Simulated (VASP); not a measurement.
# MgI2 (P-3m1) in VASP: notebook, part 2 of 2

VASP 6.6.1. The steps go on from the part before.

## 5. Single point, LDA

File INCAR:

```
SYSTEM = MgI2
PREC = Accurate ; ENCUT = 520
EDIFF = 1E-6 ; ISMEAR = 0
SIGMA = 0.05 ; LREAL = .False.
LASPH = .True. ; NELM = 60
ALGO = Normal ; ISIF = 2
LWAVE = .False. ; LCHARG = .False.
NBANDS = 15
```

File KPOINTS:

```
regular mesh
0
Gamma
  6 6 4
  0 0 0
```

File POSCAR:

```
MgI2
1.0
    4.1834320243      0.0000000000      0.0000000000
   -2.0917160121      3.6229584080      0.0000000000
    0.0000000000      0.0000000000      6.8623682698
Mg I
1 2
Direct
    0.0000000000      0.0000000000      0.0000000000
    0.3333333333      0.6666666667      0.7448732377
    0.6666666667      0.3333333333      0.2551267623
```

Potentials or basis: VASP PAW LDA potentials, release 64 (Mg, I).

Command:

```sh
$ cat potpaw_LDA.64/Mg/POTCAR potpaw_LDA.64/I/POTCAR > POTCAR
$ mpirun -np 1 vasp_std > vasp.out
```

OUTCAR:

```text
SYSTEM = MgI2
   PREC = Accurate
   ENCUT = 520
   EDIFF = 1E-6
   ISMEAR = 0
   LREAL = .False.
   LASPH = .True.
   NELM = 60
   ISIF = 2

 ion  position               nearest neighbor table
   1  0.000  0.000  0.000-   2 2.98   3 2.98   2 2.98   3 2.98   3 2.98   2 2.98
   2  0.333  0.667  0.745-   1 2.98   1 2.98   1 2.98
   3  0.667  0.333  0.255-   1 2.98   1 2.98   1 2.98

  LATTYP: Found a hexagonal cell.
 ALAT       =     4.1834320243
 C/A-ratio  =     1.6403680590

  Lattice vectors:

 A1 = (   4.1834320243,   0.0000000000,   0.0000000000)
 A2 = (  -2.0917160121,   3.6229584080,   0.0000000000)
 A3 = (   0.0000000000,   0.0000000000,   6.8623682698)

Analysis of symmetry for initial positions (statically):
=====================================================================
 Subroutine PRICEL returns:
 Original cell was already a primitive cell.

 Routine SETGRP: Setting up the symmetry group for a
 hexagonal supercell.

 Subroutine GETGRP returns: Found 12 space group operations
 (whereof 12 operations were pure point group operations)
 out of a pool of 24 trial point group operations.

The static configuration has the point symmetry D_3d.

Analysis of symmetry for dynamics (positions and initial velocities):
=====================================================================
 Subroutine PRICEL returns:
 Original cell was already a primitive cell.

 Routine SETGRP: Setting up the symmetry group for a
 hexagonal supercell.

 Subroutine GETGRP returns: Found 12 space group operations
 (whereof 12 operations were pure point group operations)
 out of a pool of 24 trial point group operations.

The dynamic configuration has the point symmetry D_3d.

 Subroutine INISYM returns: Found 12 space group operations
 (whereof 12 operations are pure point group operations),
 and found     1 'primitive' translations

----------------------------------------------------------------------------------------

                                     Primitive cell

[... 123 lines left out ...]
 Gauss-broadening in eV      SIGMA  =   0.05
  energy-cutoff  :      520.00
  volume of cell :      104.01
 maximum number of plane-waves:      2820
 NGX is ok and might be reduce to    32
   NGX = 15   NGY = 15   NGZ = 25

 number of electron      15.9999998 magnetization

 Free energy of the ion-electron system (eV)
  ---------------------------------------------------
  ext. energy  EPLUGINS =         0.00000000
  ---------------------------------------------------
  free energy    TOTEN  =        -8.98450421 eV

  energy without entropy =       -8.98450421  energy(sigma->0) =       -8.98450421

 E-fermi :   2.3347     XC(G=0):  -8.5380

 val. band max:        2.0603554121   @ k =   0.0000   0.0000   0.0000
 cond. band min:       5.2425534003   @ k =   0.0000   0.0000   0.0000
 fundamental gap:      3.1821979882
 Fermi energy:         2.3347038736

 k-point     1 :       0.0000    0.0000    0.0000
  band No.  band energies     occupation
      1      -9.9459      2.00000
      2      -9.2908      2.00000
      3      -1.5303      2.00000
      4       1.6709      2.00000
      5       1.6709      2.00000
      6       2.0341      2.00000
      7       2.0341      2.00000
      8       2.0604      2.00000
      9       5.2426      0.00000
     10       6.6941      0.00000
     11       8.6891      0.00000
     12       8.6891      0.00000
     13       9.4255      0.00000
     14      10.2410      0.00000
[... 401 lines left out ...]
      2      -9.1227      2.00000
      3      -0.9142      2.00000
      4      -0.6397      2.00000
      5      -0.6397      2.00000
      6      -0.1789      2.00000
      7       1.5386      2.00000
      8       1.5386      2.00000
      9       6.4524      0.00000
     10       7.4125      0.00000
     11       7.4125      0.00000
     12       8.9827      0.00000
     13      10.1015      0.00000
     14      10.7527      0.00000
     15      10.8208      0.00000

------------------------ aborting loop because EDIFF is reached ----------------------------------------

  FORCE on cell =-STRESS in cart. coord.  units (eV):
  Direction    XX          YY          ZZ          XY          YZ          ZX
  --------------------------------------------------------------------------------------
  -------------------------------------------------------------------------------------
  Total       -1.7965373     -1.7965373     -2.1857390     -0.0000000      0.0000000      0.0000000
  in kB      -27.6743050    -27.6743050    -33.6696645     -0.0000000      0.0000000      0.0000000
  external PRESSURE =     -29.6727582 kB  Pullay stress =       0.0000000 kB

 VOLUME and BASIS-vectors are now :
 -----------------------------------------------------------------------------
  energy-cutoff  :      520.00
  volume of cell :      104.01
      direct lattice vectors                 reciprocal lattice vectors
     4.183432024  0.000000000  0.000000000     0.239038185  0.138008761  0.000000000
    -2.091716012  3.622958408  0.000000000     0.000000000  0.276017521  0.000000000
     0.000000000  0.000000000  6.862368270     0.000000000  0.000000000  0.145722287

 POSITION                                       TOTAL-FORCE (eV/Angst)
 -----------------------------------------------------------------------------------
      0.00000      0.00000      0.00000        -0.000000      0.000000      0.000000
     -0.00000      2.41531      5.11159        -0.000000      0.000000      0.580468
      2.09172      1.20765      1.75077         0.000000     -0.000000     -0.580468
 -----------------------------------------------------------------------------------
    total drift:                               -0.000000      0.000000     -0.000000

  FREE ENERGIE OF THE ION-ELECTRON SYSTEM (eV)
  ---------------------------------------------------
  free  energy   TOTEN  =        -8.9845042056 eV

  energy  without entropy=       -8.9845042056  energy(sigma->0) =       -8.98450421
```

OSZICAR:

```text
N       E                     dE             d eps       ncg     rms          rms(c)
DAV:   1     0.724487771223E+02    0.72449E+02   -0.57026E+03   720   0.832E+02
DAV:   2    -0.310870775258E+01   -0.75557E+02   -0.68477E+02  1039   0.130E+02
DAV:   3    -0.908323497109E+01   -0.59745E+01   -0.59517E+01   965   0.413E+01
DAV:   4    -0.919676169170E+01   -0.11353E+00   -0.11352E+00   977   0.675E+00
DAV:   5    -0.919784296333E+01   -0.10813E-02   -0.10813E-02   944   0.628E-01    0.390E+00
DAV:   6    -0.902955988542E+01    0.16828E+00   -0.11380E-01   811   0.178E+00    0.265E+00
DAV:   7    -0.898773855774E+01    0.41821E-01   -0.93093E-02   847   0.150E+00    0.690E-01
DAV:   8    -0.898464916350E+01    0.30894E-02   -0.79663E-03   818   0.503E-01    0.253E-01
DAV:   9    -0.898453175937E+01    0.11740E-03   -0.11265E-03   979   0.183E-01    0.118E-01
DAV:  10    -0.898450518790E+01    0.26571E-04   -0.54620E-05   881   0.458E-02    0.415E-02
DAV:  11    -0.898450420559E+01    0.98231E-06   -0.56100E-06   937   0.139E-02
   1 F= -.89845042E+01 E0= -.89845042E+01  d E =-.165520E-16
```

stdout:

```text
POSCAR found type information on POSCAR MgI
 POSCAR found :  2 types and       3 ions
 scaLAPACK will be used
 LDA part: xc-table for (Slater(with rela. corr.)+CA(PZ))
 , standard interpolation
 POSCAR, INCAR and KPOINTS ok, starting setup
 FFT: planning ... GRIDC
 FFT: planning ... GRID_SOFT
 FFT: planning ... GRID
 WAVECAR not read
 entering main loop
```

Wall time 16 s (1 thread of Intel Xeon Platinum 8488C (Sapphire Rapids), shared host); peak memory 0.2 GiB.

What came out:

```
Free energy            : -8.9845 eV
Pressure               : -3.0 GPa
Largest force          : 0.580 eV/Å
Band gap on the k mesh : 3.18 eV, direct
```

Forces in eV/Å, atoms in the order of the input:
```
Mg   0.000  0.000  0.000
I    0.000  0.000  0.580
I    0.000  0.000 -0.580
```

Levels at points of the mesh, in eV from the valence-band top:
```csv
k point,band 4,band 5,band 6,band 7,band 8,band 9,band 10,band 11,band 12,band 13
"(0.00, 0.00, 0.00)",-0.39,-0.39,-0.03,-0.03,0.00,3.18,4.63,6.63,6.63,7.37
"(0.50, 0.00, 0.00)",-2.65,-1.96,-1.29,-0.99,-0.40,3.45,5.05,5.20,6.61,7.53
"(0.00, 0.00, 0.50)",-1.66,-0.24,-0.24,-0.18,-0.18,4.36,4.67,6.41,6.41,7.36
"(0.50, 0.00, 0.50)",-3.16,-1.08,-1.04,-0.84,-0.74,3.21,4.84,5.60,5.80,7.43
```

Caveat: spin-orbit coupling is left out, which moves the levels of the heavy elements. A hybrid or GW would open this gap; LDA tends to underestimate it.

## 6. Single point, LDA

File INCAR:

```
SYSTEM = MgI2
ALGO     = Normal         ! electronic algorithm
EDIFF    = 1E-7           ! SCF threshold, eV
ENCUT    = 520            ! plane-wave cutoff, eV
GGA      = CA             ! functional
ISIF     = 2              ! what is computed and relaxed
ISMEAR   = 0              ! smearing method
LASPH    = .TRUE.         ! aspherical terms in the spheres
LCHARG   = .FALSE.        ! write CHGCAR
LREAL    = .FALSE.        ! projectors in reciprocal space
LWAVE    = .FALSE.        ! write WAVECAR
NBANDS   = 15             ! bands
NELM     = 80             ! most SCF steps
PREC     = Accurate       ! precision mode
SIGMA    = 0.05           ! smearing width, eV
```

File KPOINTS:

```
k-points
0
G
  6 6 4
  0 0 0
```

File POSCAR:

```
MgI2
1.0
    4.1834320243      0.0000000000      0.0000000000
   -2.0917160121      3.6229584080      0.0000000000
    0.0000000000      0.0000000000      6.8623682698
Mg I
1 2
Direct
    0.0000000000      0.0000000000      0.0000000000
    0.3333333333      0.6666666667      0.7373977874
    0.6666666667      0.3333333333      0.2626022126
```

Potentials or basis: VASP PAW LDA potentials, release 64 (Mg, I).

Command:

```sh
$ cat potpaw_LDA.64/Mg/POTCAR potpaw_LDA.64/I/POTCAR > POTCAR
$ mpirun -np 1 vasp_std > vasp.out
```

OUTCAR:

```text
SYSTEM = MgI2
   EDIFF = 1E-7
   ENCUT = 520
   GGA = CA
   ISIF = 2
   ISMEAR = 0
   LASPH = .TRUE.
   LREAL = .FALSE.
   NELM = 80
   PREC = Accurate

 ion  position               nearest neighbor table
   1  0.000  0.000  0.000-   2 3.01   3 3.01   2 3.01   3 3.01   3 3.01   2 3.01
   2  0.333  0.667  0.737-   1 3.01   1 3.01   1 3.01
   3  0.667  0.333  0.263-   1 3.01   1 3.01   1 3.01

  LATTYP: Found a hexagonal cell.
 ALAT       =     4.1834320243
 C/A-ratio  =     1.6403680590

  Lattice vectors:
[... 621 lines left out ...]

  FORCE on cell =-STRESS in cart. coord.  units (eV):
  Direction    XX          YY          ZZ          XY          YZ          ZX
  --------------------------------------------------------------------------------------
  -------------------------------------------------------------------------------------
  Total       -1.9940562     -1.9940562     -2.8199670     -0.0000000      0.0000000      0.0000000
  in kB      -30.7169352    -30.7169352    -43.4394711     -0.0000000      0.0000000      0.0000000
  external PRESSURE =     -34.9577805 kB  Pullay stress =       0.0000000 kB

 VOLUME and BASIS-vectors are now :
 -----------------------------------------------------------------------------
  energy-cutoff  :      520.00
  volume of cell :      104.01
      direct lattice vectors                 reciprocal lattice vectors
     4.183432024  0.000000000  0.000000000     0.239038185  0.138008761  0.000000000
    -2.091716012  3.622958408  0.000000000     0.000000000  0.276017521  0.000000000
     0.000000000  0.000000000  6.862368270     0.000000000  0.000000000  0.145722287

 POSITION                                       TOTAL-FORCE (eV/Angst)
 -----------------------------------------------------------------------------------
      0.00000      0.00000      0.00000        -0.000000      0.000000     -0.000000
     -0.00000      2.41531      5.06030        -0.000000      0.000000      0.796205
      2.09172      1.20765      1.80207         0.000000     -0.000000     -0.796205
 -----------------------------------------------------------------------------------
    total drift:                               -0.000000      0.000000     -0.000000

  FREE ENERGIE OF THE ION-ELECTRON SYSTEM (eV)
  ---------------------------------------------------
  free  energy   TOTEN  =        -8.9138087426 eV

  energy  without entropy=       -8.9138087426  energy(sigma->0) =       -8.91380874
```

OSZICAR:

```text
N       E                     dE             d eps       ncg     rms          rms(c)
DAV:   1     0.720609164735E+02    0.72061E+02   -0.57004E+03   720   0.832E+02
DAV:   2    -0.308098645199E+01   -0.75142E+02   -0.68108E+02  1039   0.129E+02
DAV:   3    -0.903394794357E+01   -0.59530E+01   -0.59283E+01   965   0.412E+01
DAV:   4    -0.914510504096E+01   -0.11116E+00   -0.11115E+00   977   0.671E+00
DAV:   5    -0.914665057301E+01   -0.15455E-02   -0.15455E-02  1007   0.713E-01    0.387E+00
DAV:   6    -0.896215126012E+01    0.18450E+00   -0.12053E-01   818   0.187E+00    0.267E+00
DAV:   7    -0.891731522876E+01    0.44836E-01   -0.91081E-02   882   0.150E+00    0.743E-01
DAV:   8    -0.891400210464E+01    0.33131E-02   -0.78845E-03   783   0.506E-01    0.258E-01
DAV:   9    -0.891383915361E+01    0.16295E-03   -0.12716E-03   958   0.195E-01    0.115E-01
DAV:  10    -0.891381134511E+01    0.27809E-04   -0.57054E-05   888   0.469E-02    0.443E-02
DAV:  11    -0.891381004576E+01    0.12993E-05   -0.70175E-06   909   0.156E-02    0.268E-02
DAV:  12    -0.891380872549E+01    0.13203E-05   -0.17260E-06   860   0.884E-03    0.110E-02
DAV:  13    -0.891380874260E+01   -0.17102E-07   -0.14443E-07   880   0.213E-03
   1 F= -.89138087E+01 E0= -.89138087E+01  d E =-.162055E-16
```

stdout:

```text
POSCAR found type information on POSCAR MgI
 POSCAR found :  2 types and       3 ions
 scaLAPACK will be used
 LDA part: xc-table for (Slater(with rela. corr.)+CA(PZ))
 , standard interpolation
 POSCAR, INCAR and KPOINTS ok, starting setup
 FFT: planning ... GRIDC
 FFT: planning ... GRID_SOFT
 FFT: planning ... GRID
 WAVECAR not read
 entering main loop
```

Wall time 19 s (1 thread of Intel Xeon Platinum 8488C (Sapphire Rapids), shared host); peak memory 0.2 GiB.

Results:

```
Free energy            : -8.9138 eV
Pressure               : -3.5 GPa
Largest force          : 0.796 eV/Å
Band gap on the k mesh : 3.04 eV, direct
```

Forces on the atoms (eV/Å):
```
Mg   0.000  0.000  0.000
I    0.000  0.000  0.796
I    0.000  0.000 -0.796
```

Caveat: spin-orbit coupling is left out, which moves the levels of the heavy elements.
